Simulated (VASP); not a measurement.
# Si8O17 (a cell with a defect) in VASP: notebook

Si8O17 (a cell with a defect) is run at these levels: PBE; tasks: single point.

Everything below comes from runs of VASP 6.6.1. Logs are shortened: lines on timing, memory, paths and dates and some standing lists are left out, and cuts for length are marked.

**1. The cell of the first run**

The cell holds a defect, 25 atoms: a = 6.851 Å, b = 7.376 Å, c = 6.709 Å, α = 90.00°, β = 78.08°, γ = 90.00°.

**2. Single point, PBE, collinear spin**

File INCAR:

```
SYSTEM = Si8O17
ALGO     = Normal         ! electronic algorithm
EDIFF    = 1E-6           ! SCF threshold, eV
ENCUT    = 520            ! plane-wave cutoff, eV
GGA      = PE             ! functional
ISIF     = 2              ! what is computed and relaxed
ISMEAR   = -1             ! smearing method
ISPIN    = 2              ! spin polarisation
LASPH    = .True.         ! aspherical terms in the spheres
LCHARG   = .False.        ! write CHGCAR
LORBIT   = 11             ! projections on sites
LREAL    = Auto         
LWAVE    = .False.        ! write WAVECAR
MAGMOM   = 0 0 0 0 0 0 0 0 0 0 0 0 0 0 0 0 0 0 0 0 0 0 0 0 1.75 ! initial moments
NBANDS   = 89             ! bands
NELM     = 150            ! most SCF steps
PREC     = Accurate       ! precision mode
SIGMA    = 0.05           ! smearing width, eV
```

File KPOINTS:

```
k-points
0
Gamma
  1 1 2
  0 0 0
```

File POSCAR:

```
Si8O17
1.0
   -6.8513000000      0.0000000000      0.0000000000
    0.0000000000     -7.3761000000      0.0000000000
   -1.3854290000      0.0000000000      6.5638830000
Si O
8 17
Direct
    0.4813007715      0.5175770394      0.2279900480
    0.5069344145      0.4814739496      0.7699710674
    0.2014521190      0.6403112756      0.5801748751
    0.8097710274      0.6121120918      0.4244286499
    0.9887948357     -0.0115643768      0.2266950828
   -0.0050098526      0.0046365966      0.7565338992
    0.6862274857      0.1306245848      0.5655646208
    0.2872063130      0.1480592725      0.4289381758
    0.0019536562      0.5425089139      0.5188392298
   -0.0340569253      0.0280364963     -0.0110909960
    0.8964780345      0.7888586109      0.2978572287
    0.1478945219      0.8426946489      0.6666023755
    0.8694746574      0.1511910088      0.3637633395
    0.1260229838      0.1817356055      0.6402917298
    0.2828634902      0.4924146907      0.7206557460
    0.7137094892      0.4831279402      0.2703582620
    0.4984830202      0.0702946001      0.4809653067
    0.4810901306      0.5383061509     -0.0098112657
    0.3304989222      0.3420100053      0.3120713760
    0.6285414648      0.2985046298      0.7173040714
    0.3722135988      0.6856740012      0.3668560210
    0.6257537348      0.6426566885      0.6314097920
    0.7778926407      0.9640053687      0.7003781146
    0.2304044520      1.0168652811      0.2583531730
    0.9338301760      0.4950041350      0.9322378233
```

Potentials or basis: VASP PAW PBE potentials, release 64 (Si, O).

Run with:

```
cat potpaw_PBE.64/Si/POTCAR potpaw_PBE.64/O/POTCAR > POTCAR
mpirun -np 1 vasp_std > vasp.out
```

OUTCAR:

```text
SYSTEM = Si8O17
   EDIFF = 1E-6
   ENCUT = 520
   GGA = PE
   ISIF = 2
   ISMEAR = -1
   ISPIN = 2
   LASPH = .True.
   LORBIT = 11
   LREAL = Auto
   NELM = 150
   PREC = Accurate

 ion  position               nearest neighbor table
   1  0.481  0.518  0.228-  18 1.60  21 1.64  19 1.68  16 1.69   3 2.86   4 2.92   2 3.05
   2  0.507  0.481  0.770-  18 1.51  20 1.59  22 1.62  15 1.64   3 2.91   4 2.94   1 3.05   7 3.06

   3  0.201  0.640  0.580-  15 1.61  12 1.62   9 1.67  21 1.68   1 2.86   2 2.91   4 3.08
   4  0.810  0.612  0.424-  11 1.60  16 1.64   9 1.66  22 1.69   1 2.92   2 2.94   3 3.08
   5  0.989  0.988  0.227-  13 1.63  11 1.63  10 1.66  24 1.72   8 2.92   7 2.94   6 3.15
   6  0.995  0.005  0.757-  10 1.54  12 1.62  23 1.64  14 1.68   7 2.85   8 2.85   5 3.15
   7  0.686  0.131  0.566-  17 1.57  20 1.60  13 1.65  23 1.72   6 2.85   5 2.94   8 3.06   2 3.06

   8  0.287  0.148  0.429-  24 1.61  14 1.63  19 1.63  17 1.66   6 2.85   5 2.92   7 3.06
   9  0.002  0.543  0.519-   4 1.66   3 1.67
  10  0.966  0.028  0.989-   6 1.54   5 1.66
  11  0.896  0.789  0.298-   4 1.60   5 1.63
  12  0.148  0.843  0.667-   3 1.62   6 1.62
  13  0.869  0.151  0.364-   5 1.63   7 1.65
  14  0.126  0.182  0.640-   8 1.63   6 1.68
[... 8 lines left out ...]
  23  0.778  0.964  0.700-   6 1.64   7 1.72
  24  0.230  0.017  0.258-   8 1.61   5 1.72
  25  0.934  0.495  0.932-

  LATTYP: Found a simple monoclinic cell.
 ALAT       =     6.7085000970
 B/A-ratio  =     1.0995155241
 C/A-ratio  =     1.0212864129
 COS(beta)  =    -0.2065184438

  Lattice vectors:

 A1 = (  -1.3854290000,   0.0000000000,   6.5638830000)
 A2 = (   0.0000000000,  -7.3761000000,   0.0000000000)
 A3 = (   6.8513000000,   0.0000000000,   0.0000000000)

Analysis of symmetry for initial positions (statically):
=====================================================================
 Subroutine PRICEL returns:
 Original cell was already a primitive cell.

 Routine SETGRP: Setting up the symmetry group for a
 simple monoclinic supercell.

 Subroutine GETGRP returns: Found  1 space group operations
 (whereof  1 operations were pure point group operations)
 out of a pool of  4 trial point group operations.

The static configuration has the point symmetry C_1 .

Analysis of symmetry for dynamics (positions and initial velocities):
=====================================================================
 Subroutine PRICEL returns:
 Original cell was already a primitive cell.

 Routine SETGRP: Setting up the symmetry group for a
 simple monoclinic supercell.

 Subroutine GETGRP returns: Found  1 space group operations
 (whereof  1 operations were pure point group operations)
 out of a pool of  4 trial point group operations.

The dynamic configuration has the point symmetry C_1 .

Analysis of structural, dynamic, and magnetic symmetry:
=====================================================================
 Subroutine PRICEL returns:
 Original cell was already a primitive cell.

 Routine SETGRP: Setting up the symmetry group for a
 simple monoclinic supercell.

 Subroutine GETGRP returns: Found  1 space group operations
 (whereof  1 operations were pure point group operations)
 out of a pool of  4 trial point group operations.

The overall configuration has the point symmetry C_1 .

 Subroutine INISYM returns: Found  1 space group operations
 (whereof  1 operations are pure point group operations),
 and found     1 'primitive' translations

----------------------------------------------------------------------------------------

                                     Primitive cell

  volume of cell :     331.7116

  direct lattice vectors                    reciprocal lattice vectors
    -6.851300000  0.000000000  0.000000000    -0.145957701  0.000000000 -0.030807074
     0.000000000 -7.376100000  0.000000000     0.000000000 -0.135572999  0.000000000
    -1.385429000  0.000000000  6.563883000     0.000000000  0.000000000  0.152348846

  length of vectors
     6.851300000  7.376100000  6.708500097     0.149173478  0.135572999  0.152348846

  position of ions in fractional coordinates (direct lattice)
     0.481300772  0.517577039  0.227990048
[... 85 lines left out ...]
   total plane-waves  NPLWV = 151200
   dimension x,y,z NGX =    54 NGY =   56 NGZ =   50
   dimension x,y,z NGXF=   108 NGYF=  112 NGZF=  100
   ions per type =               8  17
   NGX,Y,Z   is equivalent  to a cutoff of  13.10, 12.62, 12.39 a.u.
   NGXF,Y,Z  is equivalent  to a cutoff of  26.21, 25.24, 24.78 a.u.
 SYSTEM =  Si8O17
   PREC   = accura    normal or accurate (medium, high low for compatibility)
   ISTART =      0    job   : 0-new  1-cont  2-samecut
   ICHARG =      2    charge: 1-file 2-atom 10-const
   ISPIN  =      2    spin polarized calculation?
   LNONCOLLINEAR =      F non collinear calculations
   LSORBIT =      F    spin-orbit coupling
   LASPH  =      T    aspherical Exc in radial PAW
   ENCUT  =  520.0 eV  38.22 Ry    6.18 a.u.  12.74 13.71 12.47*2*pi/ulx,y,z
   NELM   =    150;   NELMIN=  2; NELMDL= -5     # of ELM steps
   EDIFF  = 0.1E-05   stopping-criterion for ELM
   LREAL  =      T    real-space projection
   EDIFFG = 0.1E-04   stopping-criterion for IOM
   NSW    =      0    number of steps for IOM
   IBRION =     -1    ionic relax: 0-MD 1-quasi-New 2-CG
   NFREE  =      0    steps in history (QN), initial steepest desc. (CG)
   ISIF   =      2    stress and relaxation
   ISYM   =      2    0-nonsym 1-usesym 2-fastsym
   POTIM  = 0.5000    time-step for ionic-motion
   TEBEG  =    0.0;   TEEND  =   0.0 temperature during run
   PSTRESS=    0.0 pullay stress
   NELECT =     134.0000    total number of electrons
   NUPDOWN=      -1.0000    fix difference up-down
   EMIN   =  10.00;   EMAX   =-10.00  energy-range for DOS
   EFERMI =   0.00;   METHOD = LEGACY
   ISMEAR =    -1;   SIGMA  =   0.05  broadening in eV -4-tet -1-fermi 0-gaus
   EFERMI_NEDOS =   21; number of points for ismear=-14 and -15
   IALGO  =     38    algorithm
   IMIX   =      4    mixing-type and parameters
     AMIX     =   0.40;   BMIX     =  1.00
     AMIX_MAG =   1.60;   BMIX_MAG =  1.00
  volume/ion in A,a.u.               =      13.27        89.54
  Fermi-wavevector in a.u.,A,eV,Ry     =   1.210197  2.286942 19.926791  1.464578
  Thomas-Fermi vector in A             =   2.345752
   LORBIT       =     11    0 simple, 1 ext, 2 COOP (PROOUT), +10 PAW based schemes
   GGA     = PE    functional components
   LHFCALC =     F    Hartree Fock is set to
   AEXX    =    0.0000 exact exchange contribution
   IVDW    =     0    specifies the selected vdW correction
   LEPSILON=     F    determine dielectric tensor
   LRPA    =     F    only Hartree local field effects (RPA)
 spin polarized calculation
  energy-cutoff  :      520.00
  volume of cell :      331.71
 maximum number of plane-waves:      8935
 NGX is ok and might be reduce to    50
   NGX = 25   NGY = 27   NGZ = 25

 number of electron     133.9999991 magnetization       2.0000061

 Free energy of the ion-electron system (eV)
  ---------------------------------------------------
  ext. energy  EPLUGINS =         0.00000000
  ---------------------------------------------------
  free energy    TOTEN  =      -187.70102143 eV

  energy without entropy =     -187.70099462  energy(sigma->0) =     -187.70100803

 E-fermi :   2.0473     XC(G=0):  -8.8572

 val. band max:        1.5144257712   @ k =   0.0000   0.0000   0.0000
 cond. band min:       2.5625815811   @ k =   0.0000   0.0000   0.5000
 fundamental gap:      1.0481558100
 Fermi energy:         2.0472964911

 spin component 1

 k-point     1 :       0.0000    0.0000    0.0000
  band No.  band energies     occupation
      1     -19.1033      1.00000
      2     -18.5027      1.00000
      3     -18.2001      1.00000
      4     -17.9243      1.00000
      5     -17.7799      1.00000
      6     -17.6386      1.00000
[... 153 lines left out ...]
     78       9.9714      0.00000
     79      10.1046      0.00000
 Fermi energy:         2.0472964911

 spin component 2

 k-point     1 :       0.0000    0.0000    0.0000
  band No.  band energies     occupation
      1     -19.0840      1.00000
      2     -18.4979      1.00000
      3     -18.1826      1.00000
      4     -17.9026      1.00000
      5     -17.7580      1.00000
      6     -17.6335      1.00000
[... 153 lines left out ...]
     78       9.9907      0.00000
     79      10.1234      0.00000
 [bands above 79 left out]

------------------------ aborting loop because EDIFF is reached ----------------------------------------

  FORCE on cell =-STRESS in cart. coord.  units (eV):
  Direction    XX          YY          ZZ          XY          YZ          ZX
  --------------------------------------------------------------------------------------
  -------------------------------------------------------------------------------------
  Total       -1.9972523     10.6949334     14.9385964     -0.7456375     -5.8555454     -2.6917580
  in kB       -9.6467919     51.6568664     72.1538924     -3.6014526    -28.2824694    -13.0012763
  external PRESSURE =      38.0546556 kB  Pullay stress =       0.0000000 kB

 VOLUME and BASIS-vectors are now :
 -----------------------------------------------------------------------------
  energy-cutoff  :      520.00
  volume of cell :      331.71
      direct lattice vectors                 reciprocal lattice vectors
    -6.851300000  0.000000000  0.000000000    -0.145957701  0.000000000 -0.030807074
     0.000000000 -7.376100000  0.000000000     0.000000000 -0.135572999  0.000000000
    -1.385429000  0.000000000  6.563883000     0.000000000  0.000000000  0.152348846

 POSITION                                       TOTAL-FORCE (eV/Angst)
 -----------------------------------------------------------------------------------
     -3.61340     -3.81770      1.49650         0.547647      1.500368      1.425244
     -4.53990     -3.55140      5.05400         0.887555     -0.956179     -3.453617
     -2.18400     -4.72300      3.80820         1.206853     -0.070644     -1.716407
     -6.13600     -4.51500      2.78590        -0.633038     -0.238037      2.082172
     -7.08860     -7.29080      1.48800        -1.231539     -0.501972     -0.875866
     -7.86510     -0.03420      4.96580        -0.544942     -0.248052     -2.317710
[... 17 lines left out ...]
     -1.93650     -0.12440      1.69580         3.019052      1.266230     -1.035329
     -7.68950     -3.65120      6.11910        -0.002453      0.003960     -0.134695
 -----------------------------------------------------------------------------------
    total drift:                               -0.002603      0.010493     -0.009591

  FREE ENERGIE OF THE ION-ELECTRON SYSTEM (eV)
  ---------------------------------------------------
  free  energy   TOTEN  =      -187.7010214333 eV

  energy  without entropy=     -187.7009946207  energy(sigma->0) =     -187.70100803

 total charge

# of ion       s       p       d       tot
------------------------------------------
    1        0.637   0.948   0.000   1.585
    2        0.670   1.080   0.000   1.750
    3        0.638   0.955   0.000   1.594
    4        0.637   0.957   0.000   1.595
    5        0.624   0.922   0.000   1.547
    6        0.656   1.020   0.000   1.677
[... 17 lines left out ...]
   24        1.555   3.626   0.000   5.181
   25        1.623   2.971   0.000   4.594
--------------------------------------------------
tot         31.640  69.573   0.000 101.213

 magnetization (x)

# of ion       s       p       d       tot
------------------------------------------
    1       -0.000   0.000   0.000   0.000
    2        0.000   0.000   0.000   0.000
    3       -0.000  -0.001   0.000  -0.001
    4       -0.000  -0.000   0.000  -0.000
    5       -0.000  -0.000   0.000  -0.000
    6       -0.000   0.000   0.000  -0.000
[... 17 lines left out ...]
   24        0.000   0.000   0.000   0.000
   25        0.016   1.440   0.000   1.457
--------------------------------------------------
tot          0.026   1.584   0.000   1.610
```

Run time: 4.1 min. Hardware: 1 thread of AMD EPYC 9R45 (Zen 5), shared host; peak memory 0.48 GiB.

What came out:

| Property | Result |
| --- | --- |
| Free energy | -187.7010 eV |
| Pressure | 3.8 GPa |
| Largest force | 4.812 eV/Å |
| Band gap on the k mesh | 1.05 eV |
| Net moment | 2.00 μB per cell |
| Site moments | Si +0.00, -0.00 (each value once); O +0.03, -0.00, +0.00, +0.04, +0.05, +0.01, +1.46 (each value once) μB |
| Valence electrons inside the program's atomic spheres | Si 1.58, 1.75, 1.59, 1.55, 1.68, 1.64 (each value once); O 5.19, 5.27, 5.25, 5.26, 5.22, 5.20, 5.23, 5.17, 5.33, 5.21, 5.28, 5.18, 4.59 (each value once) |

Forces in eV/Å, atoms in the order of the input:
```
Si   0.548  1.500  1.425
Si   0.888 -0.956 -3.454
Si   1.207 -0.071 -1.716
Si  -0.633 -0.238  2.082
Si  -1.232 -0.502 -0.876
Si  -0.545 -0.248 -2.318
Si  -1.699  2.122  0.157
Si  -1.399 -0.717 -0.141
O    0.273 -0.279 -0.243
O   -0.994  0.156  4.209
O   -0.134 -1.515 -0.852
O   -0.214  1.094  0.527
O    0.448 -0.204  0.368
O    1.065  1.206  0.448
O   -0.328  0.101  0.289
O    1.213 -0.209 -0.237
O    1.767  0.271 -0.288
O   -0.905 -1.083  4.600
O   -1.427 -0.962 -0.634
O   -0.354  0.544  0.106
O    0.088  0.753  0.017
O   -1.230  0.003 -1.603
O    0.583 -2.036 -0.697
O    3.019  1.266 -1.035
O   -0.002  0.004 -0.135
```

Stress tensor (GPa, compression positive):
```
-0.96 -0.36 -1.30
-0.36  5.17 -2.83
-1.30 -2.83  7.22
```

Levels at points of the mesh, in eV from the valence-band top:
Spin up:
```tsv
k point	band 65	band 66	band 67	band 68	band 69	band 70	band 71	band 72
(0.00, 0.00, 0.00)	-1.07	-0.92	-0.82	-0.80	4.62	6.77	7.20	7.53
(0.00, 0.00, 0.50)	-1.10	-0.93	-0.84	-0.74	5.63	6.15	7.05	7.45
```
Spin down:
```
           k point  band 64  band 65  band 66  band 67  band 68  band 69
(0.00, 0.00, 0.00)    -0.83    -0.81     0.00     1.10     1.37     4.64
(0.00, 0.00, 0.50)    -0.87    -0.79     0.00     1.05     1.36     5.69
```

Caveat: the k points lie up to 0.94 Å⁻¹ apart, too coarse for converged energies, forces and pressures.

**3. Single point, PBE, collinear spin**

File INCAR:

```
ALGO = Normal
EDIFF = 1E-6
ENCUT = 520
GGA = PE
ISIF = 2
ISMEAR = -1
ISPIN = 2
LASPH = T
LCHARG = T
LELF = T
LORBIT = 11
LREAL = Auto
LVHAR = T
LWAVE = F
MAGMOM = 0 0 0 0 0 0 0 0 0 0 0 0 0 0 0 0 0 0 0 0 0 0 0 0 1.75
NBANDS = 89
NELM = 150
PREC = Accurate
SIGMA = 0.05
```

File KPOINTS:

```
k-points
0
Gamma
  1 1 2
```

File POSCAR:

```
Si8O17
1.0
   -6.8513000000      0.0000000000      0.0000000000
    0.0000000000     -7.3761000000      0.0000000000
   -1.3854290000      0.0000000000      6.5638830000
Si O
8 17
Direct
    0.4702115530      0.5092935291      0.2359121880
    0.5116765220      0.4981494286      0.7566253085
    0.2048100901      0.6390775613      0.5635688509
    0.8182215832      0.6089125690      0.4266681780
    0.9820605698     -0.0107238242      0.2241965617
   -0.0073507918     -0.0194953973      0.7540353781
    0.6848519900      0.1269098846      0.5634165021
    0.2809924627      0.1512181234      0.4183804007
    0.0156484364      0.5482300945      0.5082814547
   -0.0261690305      0.0220712843     -0.0067185841
    0.8910903350      0.7932782907      0.2999596428
    0.1675140803      0.8209758544      0.7084526034
    0.8582278192      0.1526823118      0.3601222021
    0.1140428287      0.1510554358      0.6256967103
    0.2780402351      0.5013353940      0.7245863462
    0.6893332490      0.4933772590      0.2980095776
    0.4910398139      0.0832011497      0.4886132187
    0.5008948983      0.5531242798     -0.0035954328
    0.3440363766      0.3433521780      0.3130464087
    0.6222458938      0.2875096596      0.7309697629
    0.3587145046      0.6827998536      0.3600612625
    0.6599617126      0.6458426540      0.6282561709
    0.7772619803      0.9740513279      0.6973616075
    0.2109012370      1.0295549138      0.2498521074
    0.9499122705      0.5164111116      0.9399009702
```

Potentials or basis: VASP PAW PBE potentials, release 64 (Si, O).

Run with:

```
cat potpaw_PBE.64/Si/POTCAR potpaw_PBE.64/O/POTCAR > POTCAR
mpirun -np 1 vasp_std > vasp.out
```

Wall time 4.7 min (1 thread of AMD EPYC 9R45 (Zen 5), shared host); peak memory 0.48 GiB.

The run converged. Its results:

```yaml
Free_energy: -187.5393 eV
Pressure: 7.9 GPa
Largest_force: 4.278 eV/Å
Band_gap_on_the_k_mesh: 0.99 eV
Net_moment: 2.00 μB per cell
Site_moments: Si -0.00, +0.00 (each value once); O +0.00, +0.01, +0.04, +0.02, +1.48 (each value once) μB
Valence_electrons_inside_the_program's_atomic_spheres: Si 1.70, 1.57, 1.72, 1.68, 1.65, 1.63, 1.64 (each value once); O 5.28, 5.25, 5.20, 5.24, 5.19, 5.27, 5.33, 5.17, 5.26, 4.58 (each value once)
```

Forces in eV/Å, atoms in the order of the input:
```
Si  -2.309 -2.864 -2.184
Si  -0.751  1.830  2.261
Si   0.163 -1.020  2.734
Si  -1.318 -1.117 -1.238
Si  -0.167 -0.763  0.265
Si  -2.271 -0.772  0.562
Si  -1.229 -0.415  1.052
Si  -2.152  0.803  1.249
O    2.042  1.321 -0.928
O    0.602 -0.008 -0.726
O   -0.081 -0.217 -0.284
O    1.792  0.023 -0.615
O    0.095 -0.111 -0.297
O    0.437 -0.446  0.392
O   -2.075  0.711 -0.451
O   -0.021  0.989 -0.948
O    3.511  1.073 -1.391
O    0.263  0.388 -0.359
O    1.720  2.271  0.604
O    0.683 -2.637 -0.022
O   -1.026 -0.539 -1.169
O    1.622 -0.334  1.892
O    0.362  0.556  0.105
O    0.214  1.237 -0.734
O   -0.105  0.040  0.230
```

Stress tensor (GPa, compression positive):
```
 6.53  2.31  1.38
 2.31  8.23 -0.37
 1.38 -0.37  8.89
```

Levels at points of the mesh, in eV from the valence-band top:
Spin up:
```csv
k point,band 65,band 66,band 67,band 68,band 69,band 70,band 71,band 72
"(0.00, 0.00, 0.00)",-1.12,-0.97,-0.88,-0.68,4.79,6.87,7.27,7.58
"(0.00, 0.00, 0.50)",-1.04,-0.97,-0.90,-0.75,5.66,6.43,7.13,7.42
```
Spin down:
| k point | band 64 | band 65 | band 66 | band 67 | band 68 | band 69 |
| --- | --- | --- | --- | --- | --- | --- |
| (0.00, 0.00, 0.00) | -0.89 | -0.69 | 0.00 | 1.00 | 1.28 | 4.82 |
| (0.00, 0.00, 0.50) | -0.93 | -0.75 | -0.08 | 0.99 | 1.26 | 5.71 |

Caveat: the k points lie up to 0.94 Å⁻¹ apart, too coarse for converged energies, forces and pressures.
